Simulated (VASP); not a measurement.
# Al (I4/mmm) in VASP: a series of runs, part 2 of 2

VASP 6.6.1. The steps go on from the part before.

### Step 3. Single point, PBEsol (strain +0.050 along x and y, -0.050 along z)

Contents of INCAR:

```
  ALGO = Normal
  EDIFF = 1E-6
  ENCUT = 520
  GGA = PS
  ISIF = 2
  ISMEAR = 0
  LASPH = True
  LCHARG = False
  LREAL = False
  LWAVE = False
  NBANDS = 8
  NELM = 100
  PREC = Accurate
  SIGMA = 0.15
```

Contents of KPOINTS:

```
k-points
0
Gamma
  20 20 20
```

Contents of POSCAR:

```
Al
1.0
   -1.6707796245      1.6707796245      1.5116577555
    1.6707796245     -1.6707796245      1.5116577555
    1.6707796245      1.6707796245     -1.5116577555
Al
1
Direct
    0.0000000000      0.0000000000      0.0000000000
```

Potentials or basis: VASP PAW PBE potentials, release 64 (Al).

On the command line:

```console
> cat potpaw_PBE.64/Al/POTCAR > POTCAR
> mpirun -np 1 vasp_std > vasp.out
```

OUTCAR:

```text
EDIFF = 1E-6
   ENCUT = 520
   GGA = PS
   ISIF = 2
   ISMEAR = 0
   LASPH = True
   LREAL = False
   NELM = 100
   PREC = Accurate

 ion  position               nearest neighbor table
   1  0.000  0.000  0.000-

  LATTYP: Found a body centered tetragonal cell.
 ALAT       =     3.3415592490
 C/A-ratio  =     0.9047619048

  Lattice vectors:

 A1 = (  -1.6707796245,   1.6707796245,   1.5116577555)
 A2 = (   1.6707796245,  -1.6707796245,   1.5116577555)
 A3 = (   1.6707796245,   1.6707796245,  -1.5116577555)

Analysis of symmetry for initial positions (statically):
=====================================================================
 Subroutine PRICEL returns:
 Original cell was already a primitive cell.

 Routine SETGRP: Setting up the symmetry group for a
 body centered tetragonal supercell.

 Subroutine GETGRP returns: Found 16 space group operations
 (whereof 16 operations were pure point group operations)
 out of a pool of 16 trial point group operations.

The static configuration has the point symmetry D_4h.

[... 162 lines left out ...]
 cond. band min:       7.6992372594   @ k =   0.3500   0.3500   0.0000
 fundamental gap:      0.0106287923
 Fermi energy:         7.6940233376

 k-point     1 :       0.0000    0.0000    0.0000
  band No.  band energies     occupation
      1      -3.2569      2.00000
      2      19.3582      0.00000
      3      21.3021      0.00000
      4      21.3021      0.00000
      5      21.7635      0.00000
      6      21.7635      0.00000
      7      22.4119      0.00000
      8      22.9052      0.00000
[... 243 lines left out ...]
 k-point    24 :      -0.3500    0.0500   -0.0000
  band No.  band energies     occupation
      1      -0.1745      2.00000
      2       9.7923      0.00000
      3      14.4520      0.00000
      4      16.5928      0.00000
      5      17.7867      0.00000
      6      20.3636      0.00000
      7      26.8110      0.00000
      8      27.2419      0.00000

 [... further k-points ...]

------------------------ aborting loop because EDIFF is reached ----------------------------------------

  FORCE on cell =-STRESS in cart. coord.  units (eV):
  Direction    XX          YY          ZZ          XY          YZ          ZX
  --------------------------------------------------------------------------------------
  -------------------------------------------------------------------------------------
  Total       -0.0408998     -0.0408998     -0.3239553      0.0000000     -0.0000000      0.0000000
  in kB       -3.8822215     -3.8822215    -30.7499111      0.0000000     -0.0000000      0.0000000
  external PRESSURE =     -12.8381180 kB  Pullay stress =       0.0000000 kB

 VOLUME and BASIS-vectors are now :
 -----------------------------------------------------------------------------
  energy-cutoff  :      520.00
  volume of cell :       16.88
      direct lattice vectors                 reciprocal lattice vectors
    -1.670779624  1.670779624  1.511657755     0.000000000  0.299261490  0.330762700
     1.670779624 -1.670779624  1.511657755     0.299261490  0.000000000  0.330762700
     1.670779624  1.670779624 -1.511657755     0.299261490  0.299261490  0.000000000

 POSITION                                       TOTAL-FORCE (eV/Angst)
 -----------------------------------------------------------------------------------
      0.00000      0.00000      0.00000        -0.000000      0.000000     -0.000000
 -----------------------------------------------------------------------------------
    total drift:                                0.000000     -0.000000     -0.000000

  FREE ENERGIE OF THE ION-ELECTRON SYSTEM (eV)
  ---------------------------------------------------
  free  energy   TOTEN  =        -4.0049322591 eV

  energy  without entropy=       -4.0000616963  energy(sigma->0) =       -4.00249698
```

stdout:

```text
POSCAR found type information on POSCAR Al
 POSCAR found :  1 types and       1 ions
 scaLAPACK will be used
 -----------------------------------------------------------------------------
|                                                                             |
|                                                                             |
|     You enforced a specific xc type in the INCAR file but a different       |
|     I HOPE YOU KNOW WHAT YOU ARE DOING!                                     |
|                                                                             |
 -----------------------------------------------------------------------------

 LDA part: xc-table for (Slater+PW92), standard interpolation
 POSCAR, INCAR and KPOINTS ok, starting setup
 FFT: planning ... GRIDC
 FFT: planning ... GRID_SOFT
 FFT: planning ... GRID
 WAVECAR not read
 entering main loop
```

It took 19 s on 1 thread of Intel Xeon 6975P-C (Granite Rapids), shared host; peak memory 0.18 GiB.

What came out:

```yaml
Free_energy: -4.0049 eV
Pressure: -1.3 GPa
```

Caveat: the cell differs from its parent crystal (strain +0.050 along x and y, -0.050 along z); the PAW data sets were made with another functional, which shifts forces and pressure a little.

### Step 4. Single point, PBEsol (strain +0.050 along x and y, -0.025 along z)

Contents of INCAR:

```
PREC = Accurate
ENCUT = 520
EDIFF = 1E-7
ISMEAR = 0
SIGMA = 0.15
LREAL = False
LASPH = True
NELM = 80
ALGO = Normal
ISIF = 2
LWAVE = False
LCHARG = False
GGA = PS
NBANDS = 8
```

Contents of KPOINTS:

```
regular mesh
0
Gamma
  20 20 20
```

Contents of POSCAR:

```
Al
1.0
   -1.6707796245      1.6707796245      1.5514382228
    1.6707796245     -1.6707796245      1.5514382228
    1.6707796245      1.6707796245     -1.5514382228
Al
1
Direct
    0.0000000000      0.0000000000      0.0000000000
```

On the command line:

```console
> cat potpaw_PBE.64/Al/POTCAR > POTCAR
> mpirun -np 1 vasp_std > vasp.out
```

Wall time 22 s (1 thread of Intel Xeon 6975P-C (Granite Rapids), shared host); peak memory 0.18 GiB.

It converged, with:

```
Free energy : -3.9948 eV
Pressure    : -3.0 GPa
```

Stress tensor (GPa, compression positive):
```
-2.35  0.00  0.00
 0.00 -2.35  0.00
 0.00  0.00 -4.16
```

Levels at points of the mesh, in eV from the Fermi level:
| k point | band 1 | band 2 | band 3 | band 4 | band 5 |
| --- | --- | --- | --- | --- | --- |
| (0.00, 0.00, 0.00) | -10.77 | 11.90 | 13.54 | 13.54 | 13.63 |
| (0.50, 0.00, 0.00) | -3.99 | -3.53 | 7.42 | 7.70 | 9.09 |
| (0.50, 0.50, 0.00) | -4.33 | -4.23 | 8.79 | 9.25 | 10.86 |
| (0.50, 0.50, 0.50) | 1.17 | 1.17 | 2.70 | 2.90 | 3.21 |

Caveat: the cell differs from its parent crystal (strain +0.050 along x and y, -0.025 along z); the PAW data sets were made with another functional, which shifts forces and pressure a little.

### Step 5. Summary

```csv
cell,gap on the mesh (eV),pressure (GPa)
"a = 2.758 Å, angles 107.5, 107.5, 113.5°, 1 atom",none,2.4
"a = 2.805 Å, angles 106.9, 106.9, 114.8°, 1 atom",none,-1.3
"a = 2.827 Å, angles 107.5, 107.5, 113.4°, 1 atom",none,-3.0
```

Alike in all rows: task single point; level PBEsol; potentials or basis VASP PAW PBE potentials, release 64 (Al); no spin polarisation; k mesh 20 × 20 × 20; cutoff (eV) 520; smearing gaussian 0.15 eV.

Caveats: the PAW data sets were made with another functional, which shifts forces and pressure a little.

Absolute energies hang on the potentials; compare differences alone.
